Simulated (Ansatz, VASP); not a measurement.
# Two plane-wave programs on GaP

Contents of INCAR:

```
ALGO = Normal ; EDIFF = 1E-6
ENCUT = 520 ; GGA = PE
ISIF = 2 ; ISMEAR = 0
LASPH = T ; LCHARG = T
LELF = T ; LREAL = F
LVHAR = T ; LWAVE = F
NBANDS = 26 ; NELM = 60
PREC = Accurate ; SIGMA = 0.05
```

Contents of KPOINTS:

```
k-points
0
Gamma
  9 9 9
```

Contents of POSCAR:

```
GaP
1.0
    2.0409331722      1.1783333163      6.7617515716
   -2.0409331722      1.1783333163      6.7617515716
    0.0000000000     -2.3566666327      6.7617515716
Ga P
2 2
Direct
    0.4355841032      0.4355841032      0.4355841032
    0.5644158968      0.5644158968      0.5644158968
    0.0575077006      0.0575077006      0.0575077006
    0.9424922994      0.9424922994      0.9424922994
```

Input for Ansatz:

```yaml
crystal:
  lattice:
    - [2.0409331722, 1.1783333163, 6.7617515716]
    - [-2.0409331722, 1.1783333163, 6.7617515716]
    - [0.0, -2.3566666327, 6.7617515716]
  atoms:
    - { symbol: Ga, position: [0.4355841032, 0.4355841032, 0.4355841032] }
    - { symbol: Ga, position: [0.5644158968, 0.5644158968, 0.5644158968] }
    - { symbol: P, position: [0.0575077006, 0.0575077006, 0.0575077006] }
    - { symbol: P, position: [0.9424922994, 0.9424922994, 0.9424922994] }
basis:
  ecutwfc: 420
kpoints:
  mp_grid: { grid: [9, 9, 9] }
hamiltonian:
  xc: pbe
  pseudopotentials: { kind: paw, azcp: { folder: soft_1 } }
scf:
  occupations: { method: gaussian, width: 0.05 }
output:
  forces: true
  stress: true
  eigenvalues: true
```

Alike in both runs: task single point; functional PBE; k mesh 9 × 9 × 9; occupations gaussian, width 0.05 eV; no spin polarisation.

```csv
,VASP,Ansatz
version,VASP 6.6.1,Ansatz 0.2.0
potentials or method,"VASP PAW PBE potentials, release 64 (Ga_d, P), cutoff 520 eV","scalar-relativistic, plane waves, PAW"
valence electrons in the cell,36,36
```

VASP gave:

| Property | Result |
| --- | --- |
| gap on the k mesh at the Fermi level (eV) | 0.30 |
| least direct gap on the mesh (eV) | 0.30 |
| pressure (GPa) | -7.5 |
| traceless stress, the component that is largest in VASP (GPa) | -1.05 |
| rms of the force components (eV/Å) | 0.144 |

Problem. Estimate Ansatz's values.

Solution. gap on the k mesh at the Fermi level (eV): 0.30; least direct gap on the mesh (eV): 0.30; pressure (GPa): -7.5; traceless stress, the component that is largest in VASP (GPa): -0.99; rms of the force components (eV/Å): 0.133.

Atom by atom the forces differ by 0.013 eV/Å (rms over components). With one functional, cell and mesh, what is left measures potentials, basis and numerics.
